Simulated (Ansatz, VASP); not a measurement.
**Two plane-wave programs on HgTe**

File INCAR:

```
SYSTEM = HgTe
  ALGO = Normal
  EDIFF = 1E-6
  ENCUT = 500
  GGA = LIBXC
  GGA_COMPAT = .False.
  ISIF = 2
  ISMEAR = -1
  LASPH = .True.
  LCHARG = .False.
  LIBXC1 = GGA_X_B88
  LIBXC2 = GGA_C_PBE
  LREAL = .False.
  LWAVE = .False.
  NBANDS = 16
  NELM = 120
  PREC = Accurate
  SIGMA = 0.05
```

KPOINTS

```
k-points
0
Gamma
  7 7 7
  0 0 0
```

Contents of POSCAR:

```
HgTe
1.0
    0.0000000000      3.2568009036      3.2568009036
    3.2568009036      0.0000000000      3.2568009036
    3.2568009036      3.2568009036      0.0000000000
Hg Te
1 1
Direct
    0.0000000000      0.0000000000      0.0000000000
    0.7500000000      0.7500000000      0.7500000000
```

input.yaml

```yaml
crystal:
  lattice:
    - [0.0, 3.2568009036, 3.2568009036]
    - [3.2568009036, 0.0, 3.2568009036]
    - [3.2568009036, 3.2568009036, 0.0]
  atoms:
    - { symbol: Hg, position: [0.0, 0.0, 0.0] }
    - { symbol: Te, position: [0.75, 0.75, 0.75] }
hamiltonian:
  xc: { exchange: b88, correlation: pbe }
  pseudopotentials: { kind: paw }
kpoints:
  mp_grid: { grid: [7, 7, 7] }
scf:
  occupations: { method: fermi_dirac, width: 0.05 }
output:
  forces: true
  stress: true
  eigenvalues: true
```

Alike in both runs: task single point; functional b88 exchange, pbe correlation; k mesh 7 × 7 × 7; occupations fermi-dirac, width 0.05 eV; no spin polarisation.

|  | VASP | Ansatz |
| --- | --- | --- |
| version | VASP 6.6.1 | Ansatz 0.2.0 |
| potentials or method | VASP PAW PBE potentials, release 64 (Hg, Te) | Ansatz PAW |
| plane-wave cutoff (eV) | 500 | 420 |
| valence electrons in the cell | 18 | 36 |

|  | VASP | Ansatz | Ansatz less VASP |
| --- | --- | --- | --- |
| gap on the k mesh at the Fermi level (eV) | none | none | - |
| pressure (GPa) | 2.5 | 2.5 | -0.07 |

VASP's potentials were made for PBE, not for b88 exchange, pbe correlation. A gap of «none» marks a metal or a gap that the smearing closes. With one functional, cell and mesh, what is left measures potentials, basis and numerics. VASP's potentials hold 18 valence electrons a cell and Ansatz's 36, so a difference there can come from the potentials and not from the codes.

Neither program's run includes spin-orbit coupling.
